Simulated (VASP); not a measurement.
# Cu (Fm-3m) in VASP: a series of runs

Runs on Cu. Level: PBE. Tasks: single point.

Everything below comes from runs of VASP 6.6.1. Logs are shortened: lines on timing, memory, paths and dates and some standing lists are left out, and cuts for length are marked.

## Step 1: The cell of the first run

It takes space group Fm-3m (No. 225, cubic). The conventional cell has a = 3.056 Å, b = 3.056 Å, c = 3.056 Å, α = 90.00°, β = 90.00°, γ = 90.00°. Cu (site symmetry m-3m) has 12 Cu at 2.16 Å within 2.9 Å.

## Step 2: Single point, PBE (volume scaled by 0.597, to set the pressure)

INCAR

```
SYSTEM = Cu
  ALGO = Normal
  EDIFF = 1E-6
  ENCUT = 520
  GGA = PE
  ISIF = 2
  ISMEAR = -1
  LASPH = .True.
  LCHARG = .True.
  LELF = .True.
  LREAL = .False.
  LVHAR = .True.
  LWAVE = .False.
  NBANDS = 12
  NELM = 60
  PREC = Accurate
  SIGMA = 0.1
```

KPOINTS

```
k-points
0
Gamma
  21 21 21
  0 0 0
```

POSCAR

```
Cu
1.0
    0.0000000000      1.5279321888      1.5279321888
    1.5279321888      0.0000000000      1.5279321888
    1.5279321888      1.5279321888      0.0000000000
Cu
1
Direct
    0.0000000000      0.0000000000      0.0000000000
```

Potentials or basis: VASP PAW PBE potentials, release 64 (Cu).

Launch:

```console
> cat potpaw_PBE.64/Cu/POTCAR > POTCAR
> mpirun -np 1 vasp_std > vasp.out
```

OUTCAR:

```text
SYSTEM = Cu
   EDIFF = 1E-6
   ENCUT = 520
   GGA = PE
   ISIF = 2
   ISMEAR = -1
   LASPH = .True.
   LREAL = .False.
   NELM = 60
   PREC = Accurate

 ion  position               nearest neighbor table
   1  0.000  0.000  0.000-

  LATTYP: Found a face centered cubic cell.
 ALAT       =     3.0558643776

  Lattice vectors:

 A1 = (   0.0000000000,   1.5279321888,   1.5279321888)
 A2 = (   1.5279321888,   0.0000000000,   1.5279321888)
 A3 = (   1.5279321888,   1.5279321888,   0.0000000000)

Analysis of symmetry for initial positions (statically):
=====================================================================
 Subroutine PRICEL returns:
 Original cell was already a primitive cell.

 Routine SETGRP: Setting up the symmetry group for a
 face centered cubic supercell.

 Subroutine GETGRP returns: Found 48 space group operations
 (whereof 48 operations were pure point group operations)
 out of a pool of 48 trial point group operations.

The static configuration has the point symmetry O_h .

Analysis of symmetry for dynamics (positions and initial velocities):
=====================================================================
 Subroutine PRICEL returns:
 Original cell was already a primitive cell.

 Routine SETGRP: Setting up the symmetry group for a
 face centered cubic supercell.

 Subroutine GETGRP returns: Found 48 space group operations
 (whereof 48 operations were pure point group operations)
 out of a pool of 48 trial point group operations.

The dynamic configuration has the point symmetry O_h .

 Subroutine INISYM returns: Found 48 space group operations
 (whereof 48 operations are pure point group operations),
 and found     1 'primitive' translations

----------------------------------------------------------------------------------------

                                     Primitive cell

  volume of cell :       7.1341

  direct lattice vectors                    reciprocal lattice vectors
     0.000000000  1.527932189  1.527932189    -0.327239653  0.327239653  0.327239653
     1.527932189  0.000000000  1.527932189     0.327239653 -0.327239653  0.327239653
     1.527932189  1.527932189  0.000000000     0.327239653  0.327239653 -0.327239653

  length of vectors
     2.160822424  2.160822424  2.160822424     0.566795706  0.566795706  0.566795706

  position of ions in fractional coordinates (direct lattice)
     0.000000000  0.000000000  0.000000000

  ion indices of the primitive-cell ions
   primitive index   ion index
                 1           1

----------------------------------------------------------------------------------------

 KPOINTS: k-points

Automatic generation of k-mesh.
 Grid dimensions read from file:
 generate k-points for:   21   21   21

 Generating k-lattice:

  Cartesian coordinates                     Fractional coordinates (reciprocal lattice)
    -0.015582841  0.015582841  0.015582841     0.047619048  0.000000000  0.000000000
     0.015582841 -0.015582841  0.015582841     0.000000000  0.047619048  0.000000000
     0.015582841  0.015582841 -0.015582841     0.000000000  0.000000000  0.047619048

  Length of vectors
     0.026990272  0.026990272  0.026990272

  Shift w.r.t. Gamma in fractional coordinates (k-lattice)
     0.000000000  0.000000000  0.000000000

 Subroutine IBZKPT returns following result:
 ===========================================

 Found    286 irreducible k-points:

 Following reciprocal coordinates:
            Coordinates               Weight
  0.000000  0.000000  0.000000      1.000000
  0.047619  0.000000  0.000000      8.000000
  0.095238  0.000000  0.000000      8.000000
  0.142857  0.000000  0.000000      8.000000
  0.190476  0.000000  0.000000      8.000000
  0.238095  0.000000  0.000000      8.000000
[... 16 lines left out ...]
 -0.428571  0.047619  0.000000     24.000000
 -0.380952  0.047619  0.000000     24.000000
 [... further k-points ...]
   k-points           NKPTS =    286   k-points in BZ     NKDIM =    286   number of bands    NBANDS=     12
   number of dos      NEDOS =    301   number of ions     NIONS =      1
   total plane-waves  NPLWV =   4096
   dimension x,y,z NGX =    16 NGY =   16 NGZ =   16
   dimension x,y,z NGXF=    32 NGYF=   32 NGZF=   32
   ions per type =               1
   NGX,Y,Z   is equivalent  to a cutoff of  12.31, 12.31, 12.31 a.u.
   NGXF,Y,Z  is equivalent  to a cutoff of  24.62, 24.62, 24.62 a.u.
 SYSTEM =  Cu
   PREC   = accura    normal or accurate (medium, high low for compatibility)
   ISTART =      0    job   : 0-new  1-cont  2-samecut
   ICHARG =      2    charge: 1-file 2-atom 10-const
   ISPIN  =      1    spin polarized calculation?
   LNONCOLLINEAR =      F non collinear calculations
   LSORBIT =      F    spin-orbit coupling
   LASPH  =      T    aspherical Exc in radial PAW
   ENCUT  =  520.0 eV  38.22 Ry    6.18 a.u.   4.02  4.02  4.02*2*pi/ulx,y,z
   NELM   =     60;   NELMIN=  2; NELMDL= -5     # of ELM steps
   EDIFF  = 0.1E-05   stopping-criterion for ELM
   LREAL  =      F    real-space projection
   EDIFFG = 0.1E-04   stopping-criterion for IOM
   NSW    =      0    number of steps for IOM
   IBRION =     -1    ionic relax: 0-MD 1-quasi-New 2-CG
   NFREE  =      0    steps in history (QN), initial steepest desc. (CG)
   ISIF   =      2    stress and relaxation
   ISYM   =      2    0-nonsym 1-usesym 2-fastsym
   POTIM  = 0.5000    time-step for ionic-motion
   TEBEG  =    0.0;   TEEND  =   0.0 temperature during run
   PSTRESS=    0.0 pullay stress
   NELECT =      11.0000    total number of electrons
   NUPDOWN=      -1.0000    fix difference up-down
   EMIN   =  10.00;   EMAX   =-10.00  energy-range for DOS
   EFERMI =   0.00;   METHOD = LEGACY
   ISMEAR =    -1;   SIGMA  =   0.10  broadening in eV -4-tet -1-fermi 0-gaus
   EFERMI_NEDOS =   21; number of points for ismear=-14 and -15
   IALGO  =     38    algorithm
   IMIX   =      4    mixing-type and parameters
     AMIX     =   0.40;   BMIX     =  1.00
     AMIX_MAG =   1.60;   BMIX_MAG =  1.00
  volume/ion in A,a.u.               =       7.13        48.14
  Fermi-wavevector in a.u.,A,eV,Ry     =   1.891291  3.574021 48.667780  3.576981
  Thomas-Fermi vector in A             =   2.932466
   LORBIT       =      0    0 simple, 1 ext, 2 COOP (PROOUT), +10 PAW based schemes
   GGA     = PE    functional components
   LHFCALC =     F    Hartree Fock is set to
   AEXX    =    0.0000 exact exchange contribution
   IVDW    =     0    specifies the selected vdW correction
   LEPSILON=     F    determine dielectric tensor
   LRPA    =     F    only Hartree local field effects (RPA)
 non-spin polarized calculation
  energy-cutoff  :      520.00
  volume of cell :        7.13
 maximum number of plane-waves:       200
   NGX =  9   NGY =  9   NGZ =  9

 number of electron      11.0000003 magnetization

 Free energy of the ion-electron system (eV)
  ---------------------------------------------------
  ext. energy  EPLUGINS =         0.00000000
  ---------------------------------------------------
  free energy    TOTEN  =        -1.33260795 eV

  energy without entropy =       -1.32588727  energy(sigma->0) =       -1.32924761

 E-fermi :  16.1789     XC(G=0): -15.9446

 val. band max:       16.1747075216   @ k =   0.4762   0.2857   0.0476
 cond. band min:      16.2564936035   @ k =   0.4762   0.3333   0.0476
 fundamental gap:      0.0817860819
 Fermi energy:        16.1789201230

 k-point     1 :       0.0000    0.0000    0.0000
  band No.  band energies     occupation
      1       1.9322      2.00000
      2      10.6359      2.00000
      3      10.6359      2.00000
      4      10.6359      2.00000
      5      12.4292      2.00000
      6      12.4292      2.00000
      7      42.0474      0.00000
      8      49.0128      0.00000
      9      49.0128      0.00000
     10      49.0128      0.00000
     11      53.6333      0.00000
     12      53.6333      0.00000

 k-point     2 :       0.0476    0.0000    0.0000
  band No.  band energies     occupation
      1       2.0532      2.00000
      2      10.5937      2.00000
      3      10.6691      2.00000
      4      10.6691      2.00000
      5      12.4130      2.00000
      6      12.4130      2.00000
      7      41.9245      0.00000
      8      47.5167      0.00000
      9      48.8808      0.00000
     10      48.8808      0.00000
     11      53.8541      0.00000
     12      53.8541      0.00000

 k-point     3 :       0.0952    0.0000    0.0000
  band No.  band energies     occupation
      1       2.4106      2.00000
      2      10.4766      2.00000
      3      10.7591      2.00000
      4      10.7591      2.00000
      5      12.3745      2.00000
      6      12.3745      2.00000
      7      41.2704      0.00000
      8      45.2923      0.00000
      9      48.5625      0.00000
     10      48.5625      0.00000
     11      54.2136      0.00000
     12      54.3705      0.00000
[... 286 lines left out ...]
 k-point    23 :      -0.4286    0.0476    0.0000
  band No.  band energies     occupation
      1       6.9426      2.00000
      2      10.4994      2.00000
      3      10.6073      2.00000
      4      12.1700      2.00000
      5      13.5024      2.00000
      6      14.2159      2.00000
      7      23.9051      0.00000
      8      40.1348      0.00000
      9      45.2659      0.00000
     10      46.8037      0.00000
     11      50.0172      0.00000
     12      51.2199      0.00000

 k-point    24 :      -0.3810    0.0476    0.0000
  band No.  band energies     occupation
      1       6.8137      2.00000
      2      10.5850      2.00000
      3      10.6766      2.00000
      4      11.4460      2.00000
      5      13.2739      2.00000
      6      13.8378      2.00000
      7      25.6381      0.00000
      8      40.3940      0.00000
      9      45.2172      0.00000
     10      47.8399      0.00000
     11      49.7775      0.00000
     12      51.7487      0.00000

 [... further k-points ...]

------------------------ aborting loop because EDIFF is reached ----------------------------------------

  FORCE on cell =-STRESS in cart. coord.  units (eV):
  Direction    XX          YY          ZZ          XY          YZ          ZX
  --------------------------------------------------------------------------------------
  -------------------------------------------------------------------------------------
  Total       11.7183047     11.7183047     11.7183047     -0.0000000     -0.0000000      0.0000000
  in kB     2631.6803171   2631.6803171   2631.6803171     -0.0000000     -0.0000000      0.0000000
  external PRESSURE =    2631.6803171 kB  Pullay stress =       0.0000000 kB

 VOLUME and BASIS-vectors are now :
 -----------------------------------------------------------------------------
  energy-cutoff  :      520.00
  volume of cell :        7.13
      direct lattice vectors                 reciprocal lattice vectors
     0.000000000  1.527932189  1.527932189    -0.327239653  0.327239653  0.327239653
     1.527932189  0.000000000  1.527932189     0.327239653 -0.327239653  0.327239653
     1.527932189  1.527932189  0.000000000     0.327239653  0.327239653 -0.327239653

 POSITION                                       TOTAL-FORCE (eV/Angst)
 -----------------------------------------------------------------------------------
      0.00000      0.00000      0.00000        -0.000000      0.000000     -0.000000
 -----------------------------------------------------------------------------------
    total drift:                                0.000000      0.000000      0.000000

  FREE ENERGIE OF THE ION-ELECTRON SYSTEM (eV)
  ---------------------------------------------------
  free  energy   TOTEN  =        -1.3326079463 eV

  energy  without entropy=       -1.3258872703  energy(sigma->0) =       -1.32924761
```

Wall time 7.7 s (1 thread of Intel Xeon 6975P-C, shared host); peak memory 0.13 GiB.

What came out:

| Item | Value |
| --- | --- |
| Free energy | -1.3326 eV |
| Pressure | 263.2 GPa |

Caveat: the cell differs from its parent crystal (volume scaled by 0.597, to set the pressure).

## Step 3: Single point, PBE

INCAR

```
SYSTEM = Cu
PREC = Accurate
ENCUT = 520
EDIFF = 1E-6
ISMEAR = -1
SIGMA = 0.1
LREAL = .FALSE.
LASPH = .TRUE.
NELM = 100
ALGO = Normal
ISIF = 2
LWAVE = .FALSE.
LCHARG = .FALSE.
GGA = PE
NBANDS = 12
```

KPOINTS

```
regular mesh
0
G
  21 21 21
  0 0 0
```

POSCAR

```
Cu
1.0
    0.0000000000      1.5284238478      1.5284238478
    1.5284238478      0.0000000000      1.5284238478
    1.5284238478      1.5284238478      0.0000000000
Cu
1
Direct
    0.0000000000      0.0000000000      0.0000000000
```

Potentials or basis: VASP PAW PBE potentials, release 64 (Cu).

Launch:

```console
> cat potpaw_PBE.64/Cu/POTCAR > POTCAR
> mpirun -np 1 vasp_std > vasp.out
```

Wall time 7.9 s (1 thread of Intel Xeon 6975P-C, shared host); peak memory 0.13 GiB.

It converged, with:

- Free energy: -1.3439 eV
- Pressure: 262.1 GPa

Levels at points of the mesh, in eV from the Fermi level:
| k point | band 3 | band 4 | band 5 | band 6 | band 7 | band 8 | band 9 | band 10 |
| --- | --- | --- | --- | --- | --- | --- | --- | --- |
| (0.00, 0.00, 0.00) | -5.54 | -5.54 | -3.75 | -3.75 | 25.86 | 32.82 | 32.82 | 32.82 |

## Step 4: Single point, PBE

INCAR

```
SYSTEM = Cu
PREC     = Accurate       ! precision mode
ENCUT    = 520            ! plane-wave cutoff, eV
EDIFF    = 1E-6           ! SCF threshold, eV
ISMEAR   = -1             ! smearing method
SIGMA    = 0.1            ! smearing width, eV
LREAL    = .False.        ! projectors in reciprocal space
LASPH    = .True.         ! aspherical terms in the spheres
NELM     = 60             ! most SCF steps
ALGO     = Normal         ! electronic algorithm
ISIF     = 2              ! what is computed and relaxed
LWAVE    = .False.        ! write WAVECAR
LCHARG   = .False.        ! write CHGCAR
GGA      = PE             ! functional
NBANDS   = 12             ! bands
```

KPOINTS

```
Automatic mesh
0
Gamma
  21 21 21
  0 0 0
```

POSCAR

```
Cu
1.0
    0.0000000000      1.5286170928      1.5286170928
    1.5286170928      0.0000000000      1.5286170928
    1.5286170928      1.5286170928      0.0000000000
Cu
1
Direct
    0.0000000000      0.0000000000      0.0000000000
```

Launch:

```console
> cat potpaw_PBE.64/Cu/POTCAR > POTCAR
> mpirun -np 1 vasp_std > vasp.out
```

Run time: 8.8 s. Hardware: 1 thread of Intel Xeon 6975P-C, shared host; peak memory 0.14 GiB.

Results (log left out):

```
Free energy : -1.3483 eV
Pressure    : 261.6 GPa
```

Levels at points of the mesh, in eV from the Fermi level:
```csv
k point,band 3,band 4,band 5,band 6,band 7,band 8,band 9,band 10
"(0.00, 0.00, 0.00)",-5.53,-5.53,-3.74,-3.74,25.86,32.82,32.82,32.82
```

## Step 5: Single point, PBE

This run uses another cell than the first one, of 11.95 Å³/atom, 1.675 times its volume.

INCAR

```
SYSTEM = Cu
ALGO = Normal ; EDIFF = 1E-6
ENCUT = 520 ; GGA = PE
ISIF = 2 ; ISMEAR = -1
LASPH = .TRUE. ; LCHARG = .FALSE.
LREAL = .FALSE. ; LWAVE = .FALSE.
NBANDS = 12 ; NELM = 60
PREC = Accurate ; SIGMA = 0.1
```

KPOINTS

```
k-points
0
G
  19 19 19
  0 0 0
```

POSCAR

```
Cu
1.0
    0.0000000000      1.8145933008      1.8145933008
    1.8145933008      0.0000000000      1.8145933008
    1.8145933008      1.8145933008      0.0000000000
Cu
1
Direct
    0.0000000000      0.0000000000      0.0000000000
```

Launch:

```console
> cat potpaw_PBE.64/Cu/POTCAR > POTCAR
> mpirun -np 1 vasp_std > vasp.out
```

Wall time 16 s (1 thread of Intel Xeon 6975P-C, shared host); peak memory 0.15 GiB.

The run converged. Its results:

* Free energy: -3.7317 eV
* Pressure: 0.6 GPa

Levels at points of the mesh, in eV from the Fermi level:
```csv
k point,band 3,band 4,band 5,band 6,band 7,band 8,band 9,band 10
"(0.00, 0.00, 0.00)",-3.03,-3.03,-2.23,-2.23,22.46,25.02,25.02,25.02
```

## Step 6: The runs side by side

| cell | k mesh | gap on the mesh (eV) | pressure (GPa) |
| --- | --- | --- | --- |
| a = 2.161 Å, angles 60.0°, 1 atom | 21 × 21 × 21 | none | 263.2 |
| a = 2.162 Å, angles 60.0°, 1 atom | 21 × 21 × 21 | none | 261.6 |
| a = 2.566 Å, angles 60.0°, 1 atom | 19 × 19 × 19 | none | 0.6 |

Alike in all rows: task single point; level PBE; potentials or basis VASP PAW PBE potentials, release 64 (Cu); no spin polarisation; cutoff (eV) 520; smearing fermi-dirac 0.1 eV.

Total energies depend on the potentials used, so only differences within one code and one set of settings carry meaning.
